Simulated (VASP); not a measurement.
## SrO: single point with PBE

The system is SrO.

```
CELL_PARAMETERS angstrom
0.02249 2.56980 2.56980
2.56980 0.02249 2.56980
2.59229 2.59229 0.00000
ATOMIC_POSITIONS crystal
Sr 0.00000 0.00000 0.00000
O 0.50000 0.50000 0.50000
```

This cell differs from its parent crystal: strain +0.0175 x Voigt [0, 0, 0, 0, 0, 1].

| Quantity | Value |
| --- | --- |
| Program | VASP 6.6.1 |
| Task | single point |
| Functional | PBE |
| Potentials or basis | VASP PAW PBE potentials, release 64 (Sr_sv, O) |
| Cutoff | 520 eV |
| k mesh | 8 × 8 × 8 |
| Occupations | gaussian, width 0.05 eV |
| Spin | no spin polarisation |
| Dipole correction | no |
| Further INCAR settings | ALGO = Normal; EDIFF = 1e-07; NBANDS = 15 |

```json
{"Pressure": "3.5 GPa", "Band gap on the k mesh": "3.24 eV, indirect (least direct gap 3.33 eV)"}
```

Stress tensor (GPa, compression positive):
```
 3.51 -0.95  0.00
-0.95  3.51  0.00
 0.00  0.00  3.49
```

Levels at points of the mesh, in eV from the valence-band top:
```csv
k point,band 6,band 7,band 8,band 9,band 10,band 11
"(0.00, 0.00, 0.00)",-0.04,-0.02,0.00,3.97,6.09,6.19
"(0.50, 0.00, 0.00)",-2.19,-1.21,-1.16,6.56,8.46,8.79
"(0.50, 0.50, 0.00)",-0.45,-0.13,-0.08,3.24,7.79,10.16
"(0.00, 0.00, 0.50)",-2.19,-1.16,-1.10,6.51,8.44,8.71
"(0.50, 0.00, 0.50)",-0.45,-0.11,-0.11,3.24,7.79,10.15
```

Run time: 80 s on 1 thread of Intel Xeon 8259CL (shared host), peak memory 0.19 GiB.

Caveat: the cell differs from its parent crystal (strain +0.0175 x Voigt [0, 0, 0, 0, 0, 1]). A k mesh can miss the band edges.
